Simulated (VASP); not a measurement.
# MgO (Fm-3m) in VASP: a series of runs

Runs on MgO. Level: PBE. Tasks: single point.

Program: VASP 6.6.1. These are calculated values, not measurements. Logs are shortened: lines on timing, memory, paths and dates and some standing lists are left out, and cuts for length are marked.

## (1) The cell of the first run

It takes space group Fm-3m (No. 225, cubic). The conventional cell has a = 4.154 Å, b = 4.154 Å, c = 4.154 Å, α = 90.00°, β = 90.00°, γ = 90.00°. Mg (site symmetry m-3m) has 6 O at 2.08 Å within 2.8 Å. Within 2.8 Å of O (site symmetry m-3m) lie 6 Mg at 2.08 Å.

## (2) Single point, PBE

INCAR reads:

```
SYSTEM = MgO
ALGO = Normal
EDIFF = 1E-6
ENCUT = 600
GGA = PE
GGA_COMPAT = .False.
ISIF = 2
ISMEAR = 0
LASPH = .True.
LCHARG = .False.
LREAL = .False.
LWAVE = .False.
NBANDS = 11
NELM = 120
PREC = Accurate
SIGMA = 0.01
```

KPOINTS reads:

```
k-points
0
Gamma
  3 3 3
  0 0 0
```

POSCAR reads:

```
MgO
1.0
    0.0000000000      2.0770438090      2.0770438090
    2.0770438090      0.0000000000      2.0770438090
    2.0770438090      2.0770438090      0.0000000000
Mg O
1 1
Direct
    0.0000000000      0.0000000000      0.0000000000
    0.5000000000      0.5000000000      0.5000000000
```

Potentials or basis: VASP PAW PBE potentials, release 64 (Mg, O).

Command:

```bash
> cat potpaw_PBE.64/Mg/POTCAR potpaw_PBE.64/O/POTCAR > POTCAR
> mpirun -np 1 vasp_std > vasp.out
```

OUTCAR:

```text
SYSTEM = MgO
   EDIFF = 1E-6
   ENCUT = 600
   GGA = PE
   ISIF = 2
   ISMEAR = 0
   LASPH = .True.
   LREAL = .False.
   NELM = 120
   PREC = Accurate

 ion  position               nearest neighbor table
   1  0.000  0.000  0.000-   2 2.08   2 2.08   2 2.08   2 2.08   2 2.08   2 2.08
   2  0.500  0.500  0.500-   1 2.08   1 2.08   1 2.08   1 2.08   1 2.08   1 2.08

  LATTYP: Found a face centered cubic cell.
 ALAT       =     4.1540876180

  Lattice vectors:

 A1 = (   0.0000000000,   2.0770438090,   2.0770438090)
 A2 = (   2.0770438090,   0.0000000000,   2.0770438090)
 A3 = (   2.0770438090,   2.0770438090,   0.0000000000)

Analysis of symmetry for initial positions (statically):
=====================================================================
 Subroutine PRICEL returns:
 Original cell was already a primitive cell.

 Routine SETGRP: Setting up the symmetry group for a
 face centered cubic supercell.

 Subroutine GETGRP returns: Found 48 space group operations
 (whereof 48 operations were pure point group operations)
 out of a pool of 48 trial point group operations.

The static configuration has the point symmetry O_h .

Analysis of symmetry for dynamics (positions and initial velocities):
=====================================================================
 Subroutine PRICEL returns:
 Original cell was already a primitive cell.

 Routine SETGRP: Setting up the symmetry group for a
 face centered cubic supercell.

 Subroutine GETGRP returns: Found 48 space group operations
 (whereof 48 operations were pure point group operations)
 out of a pool of 48 trial point group operations.

The dynamic configuration has the point symmetry O_h .

 Subroutine INISYM returns: Found 48 space group operations
 (whereof 48 operations are pure point group operations),
 and found     1 'primitive' translations

----------------------------------------------------------------------------------------

                                     Primitive cell

  volume of cell :      17.9212

  direct lattice vectors                    reciprocal lattice vectors
     0.000000000  2.077043809  2.077043809    -0.240726747  0.240726747  0.240726747
     2.077043809  0.000000000  2.077043809     0.240726747 -0.240726747  0.240726747
     2.077043809  2.077043809  0.000000000     0.240726747  0.240726747 -0.240726747

  length of vectors
     2.937383524  2.937383524  2.937383524     0.416950957  0.416950957  0.416950957

  position of ions in fractional coordinates (direct lattice)
     0.000000000  0.000000000  0.000000000
     0.500000000  0.500000000  0.500000000

  ion indices of the primitive-cell ions
   primitive index   ion index
                 1           1
                 2           2

----------------------------------------------------------------------------------------

 KPOINTS: k-points

Automatic generation of k-mesh.
 Grid dimensions read from file:
 generate k-points for:    3    3    3

 Generating k-lattice:

  Cartesian coordinates                     Fractional coordinates (reciprocal lattice)
    -0.080242249  0.080242249  0.080242249     0.333333333  0.000000000  0.000000000
     0.080242249 -0.080242249  0.080242249     0.000000000  0.333333333  0.000000000
     0.080242249  0.080242249 -0.080242249     0.000000000  0.000000000  0.333333333

  Length of vectors
     0.138983652  0.138983652  0.138983652

  Shift w.r.t. Gamma in fractional coordinates (k-lattice)
     0.000000000  0.000000000  0.000000000

 Subroutine IBZKPT returns following result:
 ===========================================

 Found      4 irreducible k-points:

 Following reciprocal coordinates:
            Coordinates               Weight
  0.000000  0.000000  0.000000      1.000000
  0.333333  0.000000  0.000000      8.000000
  0.333333  0.333333  0.000000      6.000000
 -0.333333  0.333333  0.000000     12.000000
   k-points           NKPTS =      4   k-points in BZ     NKDIM =      4   number of bands    NBANDS=     11
   number of dos      NEDOS =    301   number of ions     NIONS =      2
   total plane-waves  NPLWV =  13824
   dimension x,y,z NGX =    24 NGY =   24 NGZ =   24
   dimension x,y,z NGXF=    48 NGYF=   48 NGZF=   48
   ions per type =               1   1
   NGX,Y,Z   is equivalent  to a cutoff of  13.58, 13.58, 13.58 a.u.
   NGXF,Y,Z  is equivalent  to a cutoff of  27.17, 27.17, 27.17 a.u.
 SYSTEM =  MgO
   PREC   = accura    normal or accurate (medium, high low for compatibility)
   ISTART =      0    job   : 0-new  1-cont  2-samecut
   ICHARG =      2    charge: 1-file 2-atom 10-const
   ISPIN  =      1    spin polarized calculation?
   LNONCOLLINEAR =      F non collinear calculations
   LSORBIT =      F    spin-orbit coupling
   LASPH  =      T    aspherical Exc in radial PAW
   ENCUT  =  600.0 eV  44.10 Ry    6.64 a.u.   5.87  5.87  5.87*2*pi/ulx,y,z
   NELM   =    120;   NELMIN=  2; NELMDL= -5     # of ELM steps
   EDIFF  = 0.1E-05   stopping-criterion for ELM
   LREAL  =      F    real-space projection
   EDIFFG = 0.1E-04   stopping-criterion for IOM
   NSW    =      0    number of steps for IOM
   IBRION =     -1    ionic relax: 0-MD 1-quasi-New 2-CG
   NFREE  =      0    steps in history (QN), initial steepest desc. (CG)
   ISIF   =      2    stress and relaxation
   ISYM   =      2    0-nonsym 1-usesym 2-fastsym
   POTIM  = 0.5000    time-step for ionic-motion
   TEBEG  =    0.0;   TEEND  =   0.0 temperature during run
   PSTRESS=    0.0 pullay stress
   NELECT =       8.0000    total number of electrons
   NUPDOWN=      -1.0000    fix difference up-down
   EMIN   =  10.00;   EMAX   =-10.00  energy-range for DOS
   EFERMI =   0.00;   METHOD = LEGACY
   ISMEAR =     0;   SIGMA  =   0.01  broadening in eV -4-tet -1-fermi 0-gaus
   EFERMI_NEDOS =   21; number of points for ismear=-14 and -15
   IALGO  =     38    algorithm
   IMIX   =      4    mixing-type and parameters
     AMIX     =   0.40;   BMIX     =  1.00
     AMIX_MAG =   1.60;   BMIX_MAG =  1.00
  volume/ion in A,a.u.               =       8.96        60.47
  Fermi-wavevector in a.u.,A,eV,Ry     =   1.251169  2.364366 21.298871  1.565423
  Thomas-Fermi vector in A             =   2.385129
   LORBIT       =      0    0 simple, 1 ext, 2 COOP (PROOUT), +10 PAW based schemes
   GGA     = PE    functional components
   LHFCALC =     F    Hartree Fock is set to
   AEXX    =    0.0000 exact exchange contribution
   IVDW    =     0    specifies the selected vdW correction
   LEPSILON=     F    determine dielectric tensor
   LRPA    =     F    only Hartree local field effects (RPA)
 non-spin polarized calculation
 Gauss-broadening in eV      SIGMA  =   0.01
  energy-cutoff  :      600.00
  volume of cell :       17.92
 maximum number of plane-waves:       612
   NGX = 11   NGY = 11   NGZ = 11

 number of electron       8.0000000 magnetization

 Free energy of the ion-electron system (eV)
  ---------------------------------------------------
  ext. energy  EPLUGINS =         0.00000000
  ---------------------------------------------------
  free energy    TOTEN  =       -11.77817398 eV

  energy without entropy =      -11.77817398  energy(sigma->0) =      -11.77817398

 E-fermi :   3.6735     XC(G=0): -11.2603

 val. band max:        3.5861477893   @ k =   0.0000   0.0000   0.0000
 cond. band min:       8.6876735845   @ k =   0.0000   0.0000   0.0000
 fundamental gap:      5.1015257951
 Fermi energy:         3.6735204568

 k-point     1 :       0.0000    0.0000    0.0000
  band No.  band energies     occupation
      1     -13.9068      2.00000
      2       3.5861      2.00000
      3       3.5861      2.00000
      4       3.5861      2.00000
      5       8.6877      0.00000
      6      19.5544      0.00000
      7      19.5544      0.00000
      8      19.5544      0.00000
      9      23.5925      0.00000
     10      25.4021      0.00000
     11      25.4021      0.00000

 k-point     2 :       0.3333    0.0000    0.0000
  band No.  band energies     occupation
      1     -12.9086      2.00000
      2      -0.2403      2.00000
      3       3.0455      2.00000
      4       3.0455      2.00000
      5      11.5441      0.00000
      6      16.2343      0.00000
      7      20.4948      0.00000
      8      20.4948      0.00000
      9      24.8938      0.00000
     10      24.8938      0.00000
     11      25.6262      0.00000

 k-point     3 :       0.3333    0.3333    0.0000
  band No.  band energies     occupation
      1     -12.6696      2.00000
      2      -0.0044      2.00000
      3       2.4740      2.00000
      4       2.4740      2.00000
      5      13.2930      0.00000
      6      13.6296      0.00000
      7      17.8623      0.00000
      8      22.3073      0.00000
      9      22.3073      0.00000
     10      28.7121      0.00000
     11      31.3381      0.00000

 k-point     4 :      -0.3333    0.3333    0.0000
  band No.  band energies     occupation
      1     -12.2589      2.00000
      2       0.2047      2.00000
      3       0.3593      2.00000
      4       2.5234      2.00000
      5      14.1106      0.00000
      6      16.1109      0.00000
      7      16.5697      0.00000
      8      21.8546      0.00000
      9      22.8852      0.00000
     10      27.1678      0.00000
     11      31.8158      0.00000

------------------------ aborting loop because EDIFF is reached ----------------------------------------

  FORCE on cell =-STRESS in cart. coord.  units (eV):
  Direction    XX          YY          ZZ          XY          YZ          ZX
  --------------------------------------------------------------------------------------
  -------------------------------------------------------------------------------------
  Total        1.3220615      1.3220615      1.3220615      0.0000000      0.0000000      0.0000000
  in kB      118.1939555    118.1939555    118.1939555      0.0000000      0.0000000      0.0000000
  external PRESSURE =     118.1939555 kB  Pullay stress =       0.0000000 kB

 VOLUME and BASIS-vectors are now :
 -----------------------------------------------------------------------------
  energy-cutoff  :      600.00
  volume of cell :       17.92
      direct lattice vectors                 reciprocal lattice vectors
     0.000000000  2.077043809  2.077043809    -0.240726747  0.240726747  0.240726747
     2.077043809  0.000000000  2.077043809     0.240726747 -0.240726747  0.240726747
     2.077043809  2.077043809  0.000000000     0.240726747  0.240726747 -0.240726747

 POSITION                                       TOTAL-FORCE (eV/Angst)
 -----------------------------------------------------------------------------------
      0.00000      0.00000      0.00000        -0.000000     -0.000000     -0.000000
      2.07704      2.07704      2.07704         0.000000      0.000000      0.000000
 -----------------------------------------------------------------------------------
    total drift:                               -0.000000     -0.000000      0.000000

  FREE ENERGIE OF THE ION-ELECTRON SYSTEM (eV)
  ---------------------------------------------------
  free  energy   TOTEN  =       -11.7781739831 eV

  energy  without entropy=      -11.7781739831  energy(sigma->0) =      -11.77817398
```

Wall time 2.4 s (1 thread of Intel Xeon Platinum 8375C at 2.90GHz (Ice Lake), shared host); peak memory 0.13 GiB.

Results:

| Quantity | Value |
| --- | --- |
| Free energy | -11.7782 eV |
| Pressure | 11.8 GPa |
| Band gap on the k mesh | 5.10 eV, direct |

Caveat: the k points lie up to 0.87 Å⁻¹ apart.

## (3) Single point, PBE

INCAR reads:

```
PREC = Accurate ; ENCUT = 600
EDIFF = 1E-6 ; ISMEAR = 0
SIGMA = 0.01 ; LREAL = F
LASPH = T ; NELM = 120
ALGO = Normal ; ISIF = 2
LWAVE = F ; LCHARG = T
GGA = PE ; LELF = T
LVHAR = T ; NBANDS = 11
GGA_COMPAT = F
```

KPOINTS reads:

```
regular mesh
0
Gamma
  3 3 3
```

POSCAR is that of step 2.

Potentials or basis: VASP PAW PBE potentials, release 64 (Mg, O).

Command:

```bash
> cat potpaw_PBE.64/Mg/POTCAR potpaw_PBE.64/O/POTCAR > POTCAR
> mpirun -np 1 vasp_std > vasp.out
```

Wall time 2.5 s (1 thread of Intel Xeon Platinum 8375C at 2.90GHz (Ice Lake), shared host); peak memory 0.13 GiB.

Results (log left out):

```
Free energy            : -11.7782 eV
Pressure               : 11.8 GPa
Band gap on the k mesh : 5.10 eV, direct
```

Levels at points of the mesh, in eV from the valence-band top:
```
           k point  band 1  band 2  band 3  band 4  band 5  band 6  band 7  band 8  band 9
(0.00, 0.00, 0.00)  -17.49    0.00    0.00    0.00    5.10   15.97   15.97   15.97   20.01
```

Caveat: the k points lie up to 0.87 Å⁻¹ apart.
